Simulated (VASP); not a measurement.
# BaTiO3 (R3m) in VASP: single point with PBE

Aim: the single point of BaTiO3 with PBE.

Program: VASP 6.6.1. These are calculated values, not measurements. Logs are shortened: lines on timing, memory, paths and dates and some standing lists are left out, and cuts for length are marked.

### Step 1. The cell of the first run

The structure is trigonal, space group R3m (No. 160). The conventional cell has a = 5.726 Å, b = 5.726 Å, c = 7.069 Å, α = 90.00°, β = 90.00°, γ = 120.00°. Within 3.7 Å of Ba (site symmetry 3m) lie 12 O at 2.78 to 2.98 Å and 8 Ti at 3.43 to 3.64 Å. Ti (site symmetry 3m) has 6 O at 1.87 to 2.21 Å within 2.5 Å. O (site symmetry m) has 2 Ti at 1.87 to 2.21 Å within 2.5 Å.

### Step 2. Single point, PBE

Input file POSCAR:

```
BaTiO3
1.0
    2.8630706680      1.6529946209      2.3563003660
   -2.8630706680      1.6529946209      2.3563003660
    0.0000000000     -3.3059892418      2.3563003660
Ba Ti O
1 1 3
Direct
    0.0049545184      0.0049545184      0.0049545184
    0.5191875185      0.5191875185      0.5191875185
    0.4883938476      0.4883938476      0.9777702680
    0.4883938476      0.9777702680      0.4883938476
    0.9777702680      0.4883938476      0.4883938476
```

Input file INCAR.step1:

```
SYSTEM = BaTiO3
ALGO = Normal ; EDIFF = 1E-7
ENCUT = 520 ; GGA = PE
ISIF = 2 ; ISMEAR = 0
LASPH = .True. ; LCHARG = .True.
LMAXMIX = 4 ; LREAL = .False.
LWAVE = .False. ; NBANDS = 28
NELM = 80 ; PREC = Accurate
SIGMA = 0.02
```

Input file KPOINTS.step1:

```
k-points
0
Gamma
  6 6 6
  0 0 0
```

Input file INCAR.step2:

```
SYSTEM = BaTiO3
ALGO = Normal ; EDIFF = 1E-7
ENCUT = 520 ; GGA = PE
ICHARG = 11 ; ISIF = 2
ISMEAR = -5 ; LASPH = .True.
LCHARG = .False. ; LMAXMIX = 4
LORBIT = 10 ; LREAL = .False.
LWAVE = .False. ; NEDOS = 1001
NELM = 80 ; PREC = Accurate
SIGMA = 0.02
```

Input file KPOINTS.step2:

```
k-points
0
Gamma
  9 9 9
  0 0 0
```

Potentials or basis: VASP PAW PBE potentials, release 64 (Ba_sv, Ti_sv, O).

Run with:

```console
$ cat potpaw_PBE.64/Ba_sv/POTCAR potpaw_PBE.64/Ti_sv/POTCAR potpaw_PBE.64/O/POTCAR > POTCAR
$ cp INCAR.step1 INCAR
$ cp KPOINTS.step1 KPOINTS
$ mpirun -np 1 vasp_std > vasp.out
$ cp INCAR.step2 INCAR
$ cp KPOINTS.step2 KPOINTS
$ mpirun -np 1 vasp_std > vasp.out
```

OUTCAR:

```text
SYSTEM = BaTiO3
   EDIFF = 1E-7
   ENCUT = 520
   GGA = PE
   ICHARG = 11
   ISIF = 2
   ISMEAR = -5
   LASPH = .True.
   LORBIT = 10
   LREAL = .False.
   NELM = 80
   PREC = Accurate

 ion  position               nearest neighbor table
   1  0.005  0.005  0.005-   4 2.78   5 2.78   3 2.78   3 2.87   3 2.87   4 2.87   5 2.87   5 2.87
                             4 2.87   5 2.98   4 2.98   3 2.98   2 3.43   2 3.48   2 3.48   2 3.48
   2  0.519  0.519  0.519-   4 1.87   5 1.87   3 1.87   4 2.21   5 2.21   3 2.21   1 3.43   1 3.48
                             1 3.48   1 3.48   1 3.54   1 3.54   1 3.54   1 3.64
   3  0.488  0.488  0.978-   2 1.87   2 2.21   1 2.78   1 2.87   1 2.87   1 2.98
   4  0.488  0.978  0.488-   2 1.87   2 2.21   1 2.78   1 2.87   1 2.87   1 2.98
   5  0.978  0.488  0.488-   2 1.87   2 2.21   1 2.78   1 2.87   1 2.87   1 2.98

  LATTYP: Found a trigonal (rhomboedric) cell.
 ALAT       =     4.0597680083
 COS(alpha) =     0.0053009638

  Lattice vectors:

 A1 = (   2.8630706680,   1.6529946209,   2.3563003660)
 A2 = (  -2.8630706680,   1.6529946209,   2.3563003660)
 A3 = (   0.0000000000,  -3.3059892418,   2.3563003660)

Analysis of symmetry for initial positions (statically):
=====================================================================
 Subroutine PRICEL returns:
 Original cell was already a primitive cell.

 Routine SETGRP: Setting up the symmetry group for a
 trigonal (rhombohedral) supercell.

 Subroutine GETGRP returns: Found  6 space group operations
 (whereof  6 operations were pure point group operations)
 out of a pool of 12 trial point group operations.

The static configuration has the point symmetry C_3v.

Analysis of symmetry for dynamics (positions and initial velocities):
=====================================================================
 Subroutine PRICEL returns:
 Original cell was already a primitive cell.

 Routine SETGRP: Setting up the symmetry group for a
 trigonal (rhombohedral) supercell.

 Subroutine GETGRP returns: Found  6 space group operations
 (whereof  6 operations were pure point group operations)
 out of a pool of 12 trial point group operations.

The dynamic configuration has the point symmetry C_3v.

 Subroutine INISYM returns: Found  6 space group operations
 (whereof  6 operations are pure point group operations),
 and found     1 'primitive' translations

----------------------------------------------------------------------------------------

                                     Primitive cell

  volume of cell :      66.9091

  direct lattice vectors                    reciprocal lattice vectors
     2.863070668  1.652994621  2.356300366     0.174637673  0.100827108  0.141464704
    -2.863070668  1.652994621  2.356300366    -0.174637673  0.100827108  0.141464704
     0.000000000 -3.305989242  2.356300366     0.000000000 -0.201654215  0.141464704

  length of vectors
     4.059768008  4.059768008  4.059768008     0.246326379  0.246326379  0.246326379

  position of ions in fractional coordinates (direct lattice)
     0.004954518  0.004954518  0.004954518
     0.519187518  0.519187518  0.519187518
     0.488393848  0.488393848  0.977770268
     0.488393848  0.977770268  0.488393848
     0.977770268  0.488393848  0.488393848

  ion indices of the primitive-cell ions
   primitive index   ion index
                 1           1
                 2           2
                 3           3
                 4           4
                 5           5

----------------------------------------------------------------------------------------

 KPOINTS: k-points

Automatic generation of k-mesh.
 Grid dimensions read from file:
 generate k-points for:    9    9    9

 Generating k-lattice:

  Cartesian coordinates                     Fractional coordinates (reciprocal lattice)
     0.019404186  0.011203012  0.015718300     0.111111111  0.000000000  0.000000000
    -0.019404186  0.011203012  0.015718300     0.000000000  0.111111111  0.000000000
     0.000000000 -0.022406024  0.015718300     0.000000000  0.000000000  0.111111111

  Length of vectors
     0.027369598  0.027369598  0.027369598

  Shift w.r.t. Gamma in fractional coordinates (k-lattice)
     0.000000000  0.000000000  0.000000000

 TETIRR: Found    369 inequivalent tetrahedra from     4374

 Subroutine IBZKPT returns following result:
 ===========================================

 Found     85 irreducible k-points:

 Following reciprocal coordinates:
            Coordinates               Weight
  0.000000  0.000000  0.000000      1.000000
  0.111111  0.000000  0.000000      6.000000
  0.222222  0.000000 -0.000000      6.000000
  0.333333 -0.000000 -0.000000      6.000000
  0.444444  0.000000 -0.000000      6.000000
  0.111111  0.111111  0.000000      6.000000
[... 16 lines left out ...]
 -0.333333  0.333333  0.000000      6.000000
  0.444444  0.444444 -0.000000      6.000000
 [... further k-points ...]
   k-points           NKPTS =     85   k-points in BZ     NKDIM =     85   number of bands    NBANDS=     24
   number of dos      NEDOS =   1001   number of ions     NIONS =      5
   total plane-waves  NPLWV =  27000
   dimension x,y,z NGX =    30 NGY =   30 NGZ =   30
   dimension x,y,z NGXF=    60 NGYF=   60 NGZF=   60
   ions per type =               1   1   3
   NGX,Y,Z   is equivalent  to a cutoff of  12.28, 12.28, 12.28 a.u.
   NGXF,Y,Z  is equivalent  to a cutoff of  24.57, 24.57, 24.57 a.u.
 SYSTEM =  BaTiO3
   PREC   = accura    normal or accurate (medium, high low for compatibility)
   ISTART =      0    job   : 0-new  1-cont  2-samecut
   ICHARG =     11    charge: 1-file 2-atom 10-const
   ISPIN  =      1    spin polarized calculation?
   LNONCOLLINEAR =      F non collinear calculations
   LSORBIT =      F    spin-orbit coupling
   LASPH  =      T    aspherical Exc in radial PAW
   ENCUT  =  520.0 eV  38.22 Ry    6.18 a.u.   7.55  7.55  7.55*2*pi/ulx,y,z
   NELM   =     80;   NELMIN=  2; NELMDL=  0     # of ELM steps
   EDIFF  = 0.1E-06   stopping-criterion for ELM
   LREAL  =      F    real-space projection
   EDIFFG = 0.1E-05   stopping-criterion for IOM
   NSW    =      0    number of steps for IOM
   IBRION =     -1    ionic relax: 0-MD 1-quasi-New 2-CG
   NFREE  =      0    steps in history (QN), initial steepest desc. (CG)
   ISIF   =      2    stress and relaxation
   ISYM   =      2    0-nonsym 1-usesym 2-fastsym
   POTIM  = 0.5000    time-step for ionic-motion
   TEBEG  =    0.0;   TEEND  =   0.0 temperature during run
   PSTRESS=    0.0 pullay stress
   NELECT =      40.0000    total number of electrons
   NUPDOWN=      -1.0000    fix difference up-down
   EMIN   =  10.00;   EMAX   =-10.00  energy-range for DOS
   EFERMI =   0.00;   METHOD = LEGACY
   ISMEAR =    -5;   SIGMA  =   0.02  broadening in eV -4-tet -1-fermi 0-gaus
   EFERMI_NEDOS =   21; number of points for ismear=-14 and -15
   IALGO  =     38    algorithm
   IMIX   =      4    mixing-type and parameters
     AMIX     =   0.40;   BMIX     =  1.00
     AMIX_MAG =   1.60;   BMIX_MAG =  1.00
  volume/ion in A,a.u.               =      13.38        90.31
  Fermi-wavevector in a.u.,A,eV,Ry     =   1.379112  2.606145 25.877618  1.901951
  Thomas-Fermi vector in A             =   2.504112
   LORBIT       =     10    0 simple, 1 ext, 2 COOP (PROOUT), +10 PAW based schemes
   GGA     = PE    functional components
   LHFCALC =     F    Hartree Fock is set to
   AEXX    =    0.0000 exact exchange contribution
   IVDW    =     0    specifies the selected vdW correction
   LEPSILON=     F    determine dielectric tensor
   LRPA    =     F    only Hartree local field effects (RPA)
 non-spin polarized calculation
 Fermi weights with tetrahedron method with Bloechl corrections
  energy-cutoff  :      520.00
  volume of cell :       66.91
 maximum number of plane-waves:      1824
 NGX is ok and might be reduce to    30

 number of electron      40.0000014 magnetization

 Free energy of the ion-electron system (eV)
  ---------------------------------------------------
  ext. energy  EPLUGINS =         0.00000000
  ---------------------------------------------------
  free energy    TOTEN  =       -40.05475191 eV

  energy without entropy =      -40.05475191  energy(sigma->0) =      -40.05475191

 E-fermi :   3.4302     XC(G=0): -11.0079

 val. band max:        3.3959705647   @ k =   0.4444   0.4444   0.4444
 cond. band min:       6.0071648212   @ k =   0.1111   0.0000   0.0000
 fundamental gap:      2.6111942566
 Fermi energy:         3.4301731178

 k-point     1 :       0.0000    0.0000    0.0000
  band No.  band energies     occupation
      1     -52.8625      2.00000
      2     -29.1182      2.00000
      3     -29.1160      2.00000
      4     -29.1160      2.00000
      5     -21.4685      2.00000
      6     -13.2777      2.00000
[... 16 lines left out ...]
     23       6.1889      0.00000
     24       7.9210      0.00000

 k-point     2 :       0.1111    0.0000    0.0000
  band No.  band energies     occupation
      1     -52.8624      2.00000
      2     -29.1221      2.00000
      3     -29.1170      2.00000
      4     -29.1158      2.00000
      5     -21.4577      2.00000
      6     -13.2790      2.00000
[... 16 lines left out ...]
     23       6.2378      0.00000
     24       7.9198      0.00000

 k-point     3 :       0.2222    0.0000   -0.0000
  band No.  band energies     occupation
      1     -52.8622      2.00000
      2     -29.1349      2.00000
      3     -29.1167      2.00000
      4     -29.1154      2.00000
      5     -21.4301      2.00000
      6     -13.3080      2.00000
[... 16 lines left out ...]
     23       6.5529      0.00000
     24       7.9145      0.00000
[... 514 lines left out ...]
 k-point    23 :      -0.3333    0.3333    0.0000
  band No.  band energies     occupation
      1     -52.8613      2.00000
      2     -29.1487      2.00000
      3     -29.1464      2.00000
      4     -29.1142      2.00000
      5     -21.3454      2.00000
      6     -13.1304      2.00000
[... 16 lines left out ...]
     23       7.2388      0.00000
     24       8.3588      0.00000

 k-point    24 :       0.4444    0.4444   -0.0000
  band No.  band energies     occupation
      1     -52.8609      2.00000
      2     -29.1568      2.00000
      3     -29.1555      2.00000
      4     -29.1135      2.00000
      5     -21.3160      2.00000
      6     -12.9500      2.00000
[... 16 lines left out ...]
     23       7.5128      0.00000
     24       8.3272      0.00000

 [... further k-points ...]
[... 5 lines left out ...]
  --------------------------------------------------------------------------------------
  -------------------------------------------------------------------------------------
  Total        0.6767367      0.6767367      0.6364330      0.0000000      0.0000000      0.0000000
  in kB       16.2048460     16.2048460     15.2397504      0.0000000      0.0000000      0.0000000
  external PRESSURE =      15.8831474 kB  Pullay stress =       0.0000000 kB

 VOLUME and BASIS-vectors are now :
 -----------------------------------------------------------------------------
  energy-cutoff  :      520.00
  volume of cell :       66.91
      direct lattice vectors                 reciprocal lattice vectors
     2.863070668  1.652994621  2.356300366     0.174637673  0.100827108  0.141464704
    -2.863070668  1.652994621  2.356300366    -0.174637673  0.100827108  0.141464704
     0.000000000 -3.305989242  2.356300366     0.000000000 -0.201654215  0.141464704

 POSITION                                       TOTAL-FORCE (eV/Angst)
 -----------------------------------------------------------------------------------
      0.00000      0.00000      0.03502        -0.000000     -0.000000     -0.044010
      0.00000      0.00000      3.67009        -0.000000     -0.000000     -0.087971
      0.00000     -1.61787      4.60553        -0.000000     -0.032651      0.043994
     -1.40112      0.80894      4.60553        -0.028276      0.016325      0.043994
      1.40112      0.80894      4.60553         0.028276      0.016325      0.043994
 -----------------------------------------------------------------------------------
    total drift:                               -0.000000     -0.000005     -0.000687

  FREE ENERGIE OF THE ION-ELECTRON SYSTEM (eV)
  ---------------------------------------------------
  free  energy   TOTEN  =       -40.0547519069 eV

  energy  without entropy=      -40.0547519069  energy(sigma->0) =      -40.05475191

 total charge

# of ion       s       p       d       tot
------------------------------------------
    1        2.005   5.646   0.305   7.956
    2        2.220   6.261   1.795  10.276
    3        1.566   3.458   0.000   5.024
    4        1.566   3.458   0.000   5.024
    5        1.566   3.458   0.000   5.024
--------------------------------------------------
tot          8.922  22.282   2.099  33.303
```

It took 3.4 min on 1 thread of Intel Xeon 8259CL, shared host; peak memory 0.27 GiB.

What came out:

| Quantity | Value |
| --- | --- |
| Valence electrons inside the program's atomic spheres | Ba 7.96; Ti 10.28; O 5.02 |

Levels at points of the mesh, in eV from the valence-band top:
```csv
k point,band 17,band 18,band 19,band 20,band 21,band 22,band 23,band 24
"(0.00, 0.00, 0.00)",-0.95,-0.66,-0.51,-0.51,2.62,2.62,2.79,4.53
```

Caveat: spin-orbit coupling is left out, which moves the levels of the heavy elements.
